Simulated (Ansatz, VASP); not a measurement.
CdF2 in VASP and in Ansatz

INCAR

```
SYSTEM = CdF2
  PREC = Accurate
  ENCUT = 600
  EDIFF = 1E-6
  ISMEAR = -4
  SIGMA = 0.1
  LREAL = .FALSE.
  LASPH = .TRUE.
  NELM = 120
  ALGO = Normal
  ISIF = 2
  LWAVE = .FALSE.
  LCHARG = .FALSE.
  GGA = RP
  NBANDS = 20
  GGA_COMPAT = .FALSE.
```

The input KPOINTS:

```
Automatic mesh
0
G
  6 6 6
  0 0 0
```

The input POSCAR:

```
CdF2
1.0
    0.0000000000      2.6940000000      2.6940000000
    2.6940000000      0.0000000000      2.6940000000
    2.6940000000      2.6940000000      0.0000000000
Cd F
1 2
Direct
    0.0000000000      0.0000000000      0.0000000000
    0.2500000000      0.2500000000      0.2500000000
    0.7500000000      0.7500000000      0.7500000000
```

Input for Ansatz:

```yaml
crystal:
  lattice:
    - [0.0, 2.694, 2.694]
    - [2.694, 0.0, 2.694]
    - [2.694, 2.694, 0.0]
  atoms:
    - { symbol: Cd, position: [0.0, 0.0, 0.0] }
    - { symbol: F, position: [0.25, 0.25, 0.25] }
    - { symbol: F, position: [0.75, 0.75, 0.75] }
basis:
  ecutwfc: 420
kpoints:
  mp_grid: { grid: [6, 6, 6] }
hamiltonian:
  xc: rpbe
scf:
  occupations: { method: tetrahedron_uncorrected }
  n_extra_bands: 1
  max_iter: 60
output:
  forces: true
  stress: true
  eigenvalues: true
```

Alike in both runs: task single point; functional RPBE; k mesh 6 × 6 × 6; no spin polarisation.

```csv
,VASP,Ansatz
version,VASP 6.6.1,Ansatz 0.2.0
potentials or method,"VASP PAW PBE potentials, release 64 (Cd, F), cutoff 600 eV","scalar-relativistic, plane waves, PAW"
occupations,tetrahedron,tetrahedron-uncorrected
valence electrons in the cell,26,34
```

Ansatz gave:

| Item | Value |
| --- | --- |
| gap on the k mesh at the Fermi level (eV) | 3.32 |
| least direct gap on the mesh (eV) | 3.81 |
| pressure (GPa) | 10.3 |

Q: What did VASP give for the same quantities?

A: gap on the k mesh at the Fermi level (eV): 3.29; least direct gap on the mesh (eV): 3.78; pressure (GPa): 10.8.

VASP's potentials were made for PBE, not for RPBE. VASP's potentials hold 26 valence electrons a cell and Ansatz's 34, so a difference there can come from the potentials and not from the codes. Ansatz's warnings: band table not solved further.
